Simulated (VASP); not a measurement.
# ZnS (P3m1) in VASP: further runs, part 2 of 2

VASP 6.6.1. Earlier steps stand in the parts before.

### 3 Electric field gradients, PBEsol

The input, INCAR:

```
SYSTEM = ZnS
PREC = Accurate
ENCUT = 520
EDIFF = 1E-8
ISMEAR = -1
SIGMA = 0.02
LREAL = Auto
LASPH = .TRUE.
NELM = 100
ALGO = Normal
ISIF = 2
LWAVE = .FALSE.
LCHARG = .FALSE.
GGA = PS
LEFG = .TRUE.
NBANDS = 86
```

The input, KPOINTS:

```
regular mesh
0
G
  10 10 2
  0 0 0
```

The input, POSCAR:

```
ZnS
1.0
    3.8063306180      0.0000000000      0.0000000000
   -1.9031653090      3.2963790104      0.0000000000
    0.0000000000      0.0000000000     24.9109767200
Zn S
8 8
Direct
    0.3333333333      0.6666666667      0.1248427000
    0.0000000000      0.0000000000      0.0002512000
    0.6666666667      0.3333333333      0.6248088900
    0.6666666667      0.3333333333      0.8752558000
    0.0000000000      0.0000000000      0.7500102400
    0.3333333333      0.6666666667      0.3752744800
    0.0000000000      0.0000000000      0.4999590700
    0.6666666667      0.3333333333      0.2499696000
    0.6666666667      0.3333333333      0.3438889100
    0.6666666667      0.3333333333      0.9690531000
    0.3333333333      0.6666666667      0.2184879700
    0.0000000000      0.0000000000      0.5935355200
    0.0000000000      0.0000000000      0.0937900900
    0.0000000000      0.0000000000      0.8437991100
    0.3333333333      0.6666666667      0.4688775700
    0.6666666667      0.3333333333      0.7185927400
```

Potentials or basis: VASP PAW PBE potentials, release 64 (Zn, S).

Command:

```sh
cat potpaw_PBE.64/Zn/POTCAR potpaw_PBE.64/S/POTCAR > POTCAR
mpirun -np 1 vasp_std > vasp.out
```

OUTCAR:

```text
SYSTEM = ZnS
   PREC = Accurate
   ENCUT = 520
   EDIFF = 1E-8
   ISMEAR = -1
   LREAL = Auto
   LASPH = .TRUE.
   NELM = 100
   ISIF = 2
   GGA = PS

 ion  position               nearest neighbor table
   1  0.333  0.667  0.125-  13 2.33  13 2.33  13 2.33  11 2.33
   2  0.000  0.000  0.000-  13 2.33  10 2.33  10 2.33  10 2.33
   3  0.667  0.333  0.625-  12 2.33  12 2.33  12 2.33  16 2.34
   4  0.667  0.333  0.875-  14 2.33  14 2.33  14 2.33  10 2.34
   5  0.000  0.000  0.750-  16 2.33  16 2.33  16 2.33  14 2.34
   6  0.333  0.667  0.375-  15 2.33   9 2.33   9 2.33   9 2.33
[... 8 lines left out ...]
  15  0.333  0.667  0.469-   7 2.33   7 2.33   7 2.33   6 2.33
  16  0.667  0.333  0.719-   5 2.33   5 2.33   5 2.33   3 2.34

  LATTYP: Found a hexagonal cell.
 ALAT       =     3.8063306180
 C/A-ratio  =     6.5446171707

  Lattice vectors:

 A1 = (   3.8063306180,   0.0000000000,   0.0000000000)
 A2 = (  -1.9031653090,   3.2963790104,   0.0000000000)
 A3 = (   0.0000000000,   0.0000000000,  24.9109767200)

Analysis of symmetry for initial positions (statically):
=====================================================================
 Subroutine PRICEL returns:
 Original cell was already a primitive cell.

 Routine SETGRP: Setting up the symmetry group for a
 hexagonal supercell.

 Subroutine GETGRP returns: Found  6 space group operations
 (whereof  6 operations were pure point group operations)
 out of a pool of 24 trial point group operations.

The static configuration has the point symmetry C_3v.

Analysis of symmetry for dynamics (positions and initial velocities):
=====================================================================
 Subroutine PRICEL returns:
 Original cell was already a primitive cell.

 Routine SETGRP: Setting up the symmetry group for a
 hexagonal supercell.

 Subroutine GETGRP returns: Found  6 space group operations
 (whereof  6 operations were pure point group operations)
 out of a pool of 24 trial point group operations.

The dynamic configuration has the point symmetry C_3v.

 Subroutine INISYM returns: Found  6 space group operations
 (whereof  6 operations are pure point group operations),
 and found     1 'primitive' translations

----------------------------------------------------------------------------------------

                                     Primitive cell

  volume of cell :     312.5607

  direct lattice vectors                    reciprocal lattice vectors
     3.806330618  0.000000000  0.000000000     0.262720215  0.151681587  0.000000000
    -1.903165309  3.296379010  0.000000000     0.000000000  0.303363174  0.000000000
     0.000000000  0.000000000 24.910976720     0.000000000  0.000000000  0.040142946

  length of vectors
     3.806330618  3.806330618 24.910976720     0.303363174  0.303363174  0.040142946

  position of ions in fractional coordinates (direct lattice)
     0.333333333  0.666666667  0.124842700
[... 135 lines left out ...]
   LEPSILON=     F    determine dielectric tensor
   LRPA    =     F    only Hartree local field effects (RPA)
 non-spin polarized calculation
  energy-cutoff  :      520.00
  volume of cell :      312.56
 maximum number of plane-waves:      8461
   NGX = 15   NGY = 15   NGZ = 93

 number of electron     143.9999941 magnetization

 Free energy of the ion-electron system (eV)
  ---------------------------------------------------
  ext. energy  EPLUGINS =         0.00000000
  ---------------------------------------------------
  free energy    TOTEN  =       -60.68441651 eV

  energy without entropy =      -60.68441651  energy(sigma->0) =      -60.68441651

 E-fermi :   2.5093     XC(G=0):  -9.8920

 val. band max:        2.1141153536   @ k =   0.0000   0.0000   0.0000
 cond. band min:       4.1686388707   @ k =   0.0000   0.0000   0.0000
 fundamental gap:      2.0545235171
 Fermi energy:         2.5093189411

 k-point     1 :       0.0000    0.0000    0.0000
  band No.  band energies     occupation
      1     -11.1240      2.00000
      2     -11.0118      2.00000
      3     -10.9926      2.00000
      4     -10.6850      2.00000
      5     -10.6844      2.00000
      6     -10.3311      2.00000
[... 2077 lines left out ...]
     83       7.5144      0.00000
     84       7.7353      0.00000

 [... further k-points ...]

 [bands above 84 left out]

------------------------ aborting loop because EDIFF is reached ----------------------------------------

  FORCE on cell =-STRESS in cart. coord.  units (eV):
  Direction    XX          YY          ZZ          XY          YZ          ZX
  --------------------------------------------------------------------------------------
  -------------------------------------------------------------------------------------
  Total       -2.0842383     -2.0842383     -2.0512744      0.0000000     -0.0000000     -0.0000000
  in kB      -10.6837461    -10.6837461    -10.5147737      0.0000000     -0.0000000     -0.0000000
  external PRESSURE =     -10.6274220 kB  Pullay stress =       0.0000000 kB

 VOLUME and BASIS-vectors are now :
 -----------------------------------------------------------------------------
  energy-cutoff  :      520.00
  volume of cell :      312.56
      direct lattice vectors                 reciprocal lattice vectors
     3.806330618  0.000000000  0.000000000     0.262720215  0.151681587  0.000000000
    -1.903165309  3.296379010  0.000000000     0.000000000  0.303363174  0.000000000
     0.000000000  0.000000000 24.910976720     0.000000000  0.000000000  0.040142946

 POSITION                                       TOTAL-FORCE (eV/Angst)
 -----------------------------------------------------------------------------------
     -0.00000      2.19759      3.10995         0.000000     -0.000000      0.018358
      0.00000      0.00000      0.00626        -0.000000     -0.000000     -0.003763
      1.90317      1.09879     15.56460        -0.000000      0.000000      0.009526
      1.90317      1.09879     21.80348         0.000000     -0.000000     -0.000237
      0.00000      0.00000     18.68349         0.000000     -0.000000      0.004940
     -0.00000      2.19759      9.34845        -0.000000      0.000000     -0.013852
[... 8 lines left out ...]
     -0.00000      2.19759     11.68020         0.000000     -0.000000     -0.019442
      1.90317      1.09879     17.90085        -0.000000     -0.000000      0.005484
 -----------------------------------------------------------------------------------
    total drift:                                0.000001     -0.000007      0.002797

  FREE ENERGIE OF THE ION-ELECTRON SYSTEM (eV)
  ---------------------------------------------------
  free  energy   TOTEN  =       -60.6844165098 eV

  energy  without entropy=      -60.6844165097  energy(sigma->0) =      -60.68441651

 Electric field gradients (V/A^2)
---------------------------------------------------------------------
 ion       V_xx      V_yy      V_zz      V_xy      V_xz      V_yz
---------------------------------------------------------------------
   1      -0.483    -0.477     0.960     0.006     0.000    -0.000
   2      -0.280    -0.279     0.559     0.001     0.000    -0.000
   3       0.036     0.042    -0.078     0.006    -0.000     0.000
   4       0.016     0.023    -0.039     0.006     0.000    -0.000
   5      -0.168    -0.167     0.335     0.001     0.000    -0.000
   6      -0.283    -0.276     0.559     0.006    -0.000     0.000
[... 8 lines left out ...]
  15       0.012     0.011    -0.023    -0.000     0.000    -0.000
  16      -1.234    -1.235     2.469    -0.000     0.000    -0.000
---------------------------------------------------------------------

 Electric field gradients after diagonalization (V/A^2)
 (convention: |V_zz| > |V_xx| > |V_yy|)
----------------------------------------------------------------------
 ion       V_xx      V_yy      V_zz     asymmetry (V_yy - V_xx)/ V_zz
----------------------------------------------------------------------
   1      -0.487    -0.474     0.960       0.014
   2      -0.280    -0.279     0.559       0.003
   3       0.045     0.032    -0.078       0.167
   4       0.026     0.013    -0.039       0.334
   5      -0.168    -0.167     0.335       0.004
   6      -0.286    -0.273     0.559       0.023
[... 8 lines left out ...]
  15       0.012     0.011    -0.023       0.044
  16      -1.235    -1.234     2.469       0.000
----------------------------------------------------------------------

           NMR quadrupolar parameters

 Cq : quadrupolar parameter    Cq=e*Q*V_zz/h
 eta: asymmetry parameters     (V_yy - V_xx)/ V_zz
 Q  : nuclear electric quadrupole moment in mb (millibarn)
----------------------------------------------------------------------
 ion       Cq(MHz)       eta       Q (mb)
----------------------------------------------------------------------
   1       0.002       0.014       1.000
   2       0.001       0.003       1.000
   3      -0.000       0.167       1.000
   4      -0.000       0.334       1.000
   5       0.001       0.004       1.000
   6       0.001       0.023       1.000
[... 8 lines left out ...]
  15      -0.000       0.044       1.000
  16       0.006       0.000       1.000
----------------------------------------------------------------------
```

It took 30 min on 1 thread of Intel Xeon 6975P-C (Granite Rapids), shared host; peak memory 0.65 GiB.

What came out:

| Item | Value |
| --- | --- |
| Free energy | -60.6844 eV |
| Pressure | -1.1 GPa |
| Largest force | 0.019 eV/Å |
| Band gap on the k mesh | 2.05 eV, direct |

Forces on the atoms (eV/Å):
```
Zn   0.000  0.000  0.018
Zn   0.000  0.000 -0.004
Zn   0.000  0.000  0.010
Zn   0.000  0.000  0.000
Zn   0.000  0.000  0.005
Zn   0.000  0.000 -0.014
Zn   0.000  0.000  0.003
Zn   0.000  0.000  0.008
S    0.000  0.000 -0.005
S    0.000  0.000 -0.014
S    0.000  0.000  0.017
S    0.000  0.000 -0.004
S    0.000  0.000 -0.004
S    0.000  0.000 -0.001
S    0.000  0.000 -0.019
S    0.000  0.000  0.005
```

Levels at points of the mesh, in eV from the valence-band top:
```csv
k point,band 68,band 69,band 70,band 71,band 72,band 73,band 74,band 75,band 76,band 77
"(0.00, 0.00, 0.00)",-0.14,-0.14,-0.04,0.00,0.00,2.05,2.89,2.98,3.07,3.19
"(0.50, 0.00, 0.00)",-1.27,-1.22,-1.14,-1.13,-0.90,3.25,3.26,3.49,3.55,3.66
"(0.00, 0.00, 0.50)",-0.30,-0.04,-0.04,-0.04,-0.04,2.35,2.39,3.07,3.16,3.29
"(0.50, 0.00, 0.50)",-1.38,-1.38,-1.13,-0.97,-0.96,3.22,3.26,3.44,3.56,3.73
```

Electric field gradients, principal values (V/Å²):
```tsv
atom	least	middle	greatest (by size)
1 Zn	-0.474	-0.487	0.960
2 Zn	-0.279	-0.280	0.559
3 Zn	0.032	0.045	-0.078
4 Zn	0.013	0.026	-0.039
5 Zn	-0.167	-0.168	0.335
6 Zn	-0.273	-0.286	0.559
7 Zn	-0.274	-0.275	0.549
8 Zn	0.014	0.027	-0.041
9 S	-1.180	-1.181	2.361
10 S	-0.896	-0.897	1.792
11 S	-0.542	-0.543	1.084
12 S	-0.195	-0.196	0.391
13 S	0.167	0.169	-0.336
14 S	-1.420	-1.421	2.840
15 S	0.011	0.012	-0.023
16 S	-1.234	-1.235	2.469
```

Caveat: without QUAD_EFG the Cq values of the log hold for a quadrupole moment of 1 mb, not for the nuclei; the PAW data sets were made with another functional, which shifts forces and pressure a little.
